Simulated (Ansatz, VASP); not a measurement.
**One calculation of Pt, two programs**

```
Pt
1.0
     4.50061    0.00000    0.00000
    -2.25030    3.89764    0.00000
     0.00000    0.00000    2.68115
Pt
3
Cartesian
  -2.2503 3.8976 0.0000
  0.0000 2.5984 1.3406
  2.2503 1.2992 1.3406
```

Alike in both runs: functional r2SCAN; k mesh 8 × 8 × 12; occupations fermi-dirac, width 0.05 eV; collinear spin.

Ansatz relaxed the structure, and its values are those at the end. VASP's run is a single point on that final structure, the one shown.

|  | VASP | Ansatz |
| --- | --- | --- |
| version | VASP 6.6.1 | Ansatz 0.2.0 |
| potentials or method | VASP PAW PBE potentials, release 64 (Pt), cutoff 520 eV | plane waves (500 eV) with PAW, scalar-relativistic |
| valence electrons in the cell | 30 | 54 |

VASP gave:

- pressure (GPa): 0.4
- net moment per atom (μB): 0.00
- size of the moment on the site where the two differ most (μB): 0.00

Task: Which values does Ansatz return?

Result: Pressure (GPa): 0.0; net moment per atom (μB): 0.21; size of the moment on the site where the two differ most (μB): 0.23.

The net moments are unlike, so the other rows may belong to different states. VASP's potentials were made for PBE, not for r2SCAN. Site moments also hang on the region over which each program counts them. VASP's potentials hold 30 valence electrons a cell and Ansatz's 54, so a difference there can come from the potentials and not from the codes.

Neither program's run includes spin-orbit coupling.
